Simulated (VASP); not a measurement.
Crystal: TiB2.

```
Ti B
1.0
     3.02920    0.00000    0.00000
    -1.51460    2.62336    0.00000
     0.00000    0.00000    3.22840
Ti B
1 2
Direct
  0.00000 0.00000 0.00000
  0.33333 0.66667 0.50000
  0.66667 0.33333 0.50000
```

| Quantity | Value |
| --- | --- |
| Program | VASP 6.6.1 |
| Task | relaxation of cell and atoms |
| Functional | PBE |
| Dispersion | D3(BJ) |
| Potentials or basis | VASP PAW PBE potentials, release 64 (Ti_sv, B) |
| Cutoff | 600 eV |
| k mesh | 18 × 18 × 14 |
| Occupations | gaussian, width 0.1 eV |
| Spin | no spin polarisation |

At the start: pressure -7.7 GPa; volume 8.55 Å³/atom.

Question: How do energy, volume and symmetry change on relaxing?

Answer: Over 4 steps the energy falls by 6.5 meV/atom and the volume is 8.29 Å³/atom (-3.0 %); space group P6/mmm (No. 191, to 0.1 Å) before and after.

The path:
```tsv
step	energy change (eV)	largest force (eV/Å)	pressure (GPa)	volume (Å³)
1	0.0000	0.0000	-7.67	25.66
2	-0.0009	0.0000	8.38	24.17
3	-0.0190	0.0000	0.03	24.89
4	-0.0196	0.0000	-0.02	24.87
```

Final structure:
```xyz
3
Lattice="3.0039 0.0000 0.0000 -1.5019 2.6014 0.0000 0.0000 0.0000 3.1830" Properties=species:S:1:pos:R:3 pbc="T T T"
Ti    0.0000    0.0000    3.1830
B     0.0000    1.7343    1.5915
B     1.5019    0.8671    1.5915
```
